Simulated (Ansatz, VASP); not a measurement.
GaP: VASP beside Ansatz

File INCAR:

```
SYSTEM = GaP
AGGAC = 1.0
AGGAX = 1.0
ALDAC = 0.0
ALDAX = 1.0
ALGO = Normal
EDIFF = 1E-7
ENCUT = 520
GGA = B5
ISIF = 2
ISMEAR = 0
LASPH = .TRUE.
LCHARG = .FALSE.
LREAL = .FALSE.
LWAVE = .FALSE.
NBANDS = 26
NELM = 60
PREC = Accurate
SIGMA = 0.01
```

File KPOINTS:

```
k-points
0
G
  6 6 6
  0 0 0
```

File POSCAR:

```
GaP
1.0
    1.9430150000      1.1218000000      6.4308100000
   -1.9430150000      1.1218000000      6.4308100000
    0.0000000000     -2.2436010000      6.4308100000
Ga P
2 2
Direct
    0.4353720000      0.4353720000      0.4353720000
    0.5646280000      0.5646280000      0.5646280000
    0.0573890000      0.0573890000      0.0573890000
    0.9426110000      0.9426110000      0.9426110000
```

Input for Ansatz:

```yaml
crystal:
  lattice:
    - [1.943015, 1.1218, 6.43081]
    - [-1.943015, 1.1218, 6.43081]
    - [0.0, -2.243601, 6.43081]
  atoms:
    - { symbol: Ga, position: [0.435372, 0.435372, 0.435372] }
    - { symbol: Ga, position: [0.564628, 0.564628, 0.564628] }
    - { symbol: P, position: [0.05738900000000001, 0.057389, 0.05738900000000001] }
    - { symbol: P, position: [0.942611, 0.942611, 0.9426110000000001] }
kpoints:
  mp_grid:
    grid: [6, 6, 6]
hamiltonian:
  xc: blyp
scf:
  occupations:
    method: fixed
output:
  eigenvalues: true
```

Alike in both runs: task single point; functional BLYP; k mesh 6 × 6 × 6; no spin polarisation.

|  | VASP | Ansatz |
| --- | --- | --- |
| version | VASP 6.6.1 | Ansatz 0.2.0 |
| potentials or method | VASP PAW PBE potentials, release 64 (Ga_d, P) | plane waves, PAW |
| plane-wave cutoff (eV) | 520 | 420 |
| occupations | gaussian, width 0.01 eV | fixed |
| valence electrons in the cell | 36 | 36 |

VASP gave:

* gap on the k mesh at the Fermi level (eV): 0.95

Q: What did Ansatz give for the same quantities?

A: gap on the k mesh at the Fermi level (eV): 0.93.

VASP's potentials were made for PBE, not for BLYP.
